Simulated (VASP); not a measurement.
Here is a VASP 6.6.1 calculation.

POSCAR

```
BaTiO3
1.0
   -3.9738270100      0.0000000000      0.0000000000
    0.0000000000     -2.8308578600      2.8408852200
    0.0000000000      5.6617157100      5.6817704300
Ba Ti O
2 2 6
Direct
    0.0000000000      0.0000000000      0.0000000000
    0.0000000000      0.0000000000      0.5000000000
    0.5000000000      0.5170000000      0.2585000000
    0.5000000000      0.5170000000      0.7585000000
    0.0000000000      0.4890000000      0.2445000000
    0.0000000000      0.4890000000      0.7445000000
    0.5000000000      0.9923300000      0.2522650000
    0.5000000000      0.9923300000      0.7522650000
    0.5000000000      0.5045300000      0.4961650000
    0.5000000000      0.5045300000      0.9961650000
```

Contents of INCAR.step1:

```
SYSTEM = BaTiO3
  PREC = Accurate
  ENCUT = 520
  ISMEAR = -1
  SIGMA = 0.1
  LREAL = .FALSE.
  LASPH = .TRUE.
  NELM = 100
  NBANDS = 51
  GGA = PE
  ALGO = Normal
  EDIFF = 1E-4
  LWAVE = .TRUE.
  LCHARG = .FALSE.
```

The input INCAR.step2:

```
SYSTEM = BaTiO3
  PREC = Accurate
  ENCUT = 520
  EDIFF = 1E-6
  ISMEAR = -1
  SIGMA = 0.1
  LREAL = .FALSE.
  LASPH = .TRUE.
  NELM = 100
  ALGO = Normal
  ISIF = 2
  LWAVE = .FALSE.
  LCHARG = .FALSE.
  METAGGA = R2SCAN
  LMIXTAU = .TRUE.
  NBANDS = 51
  ISTART = 1
```

Contents of KPOINTS:

```
regular mesh
0
G
  7 6 3
  0 0 0
```

Potentials or basis: VASP PAW PBE potentials, release 64 (Ba_sv, Ti_sv, O).

Command:

```sh
$ cat potpaw_PBE.64/Ba_sv/POTCAR potpaw_PBE.64/Ti_sv/POTCAR potpaw_PBE.64/O/POTCAR > POTCAR
$ cp INCAR.step1 INCAR
$ mpirun -np 1 vasp_std > vasp.out
$ cp INCAR.step2 INCAR
$ mpirun -np 1 vasp_std > vasp.out
```

(1) What does it give for the largest force?

(2) Estimate the band gap on the k mesh.

Answers

(1) 0.275 eV/Å.

(2) 2.37 eV.

Caveat: the PAW data sets were made with another functional, which shifts forces and pressure a little; spin-orbit coupling is left out, which moves the levels of the heavy elements.
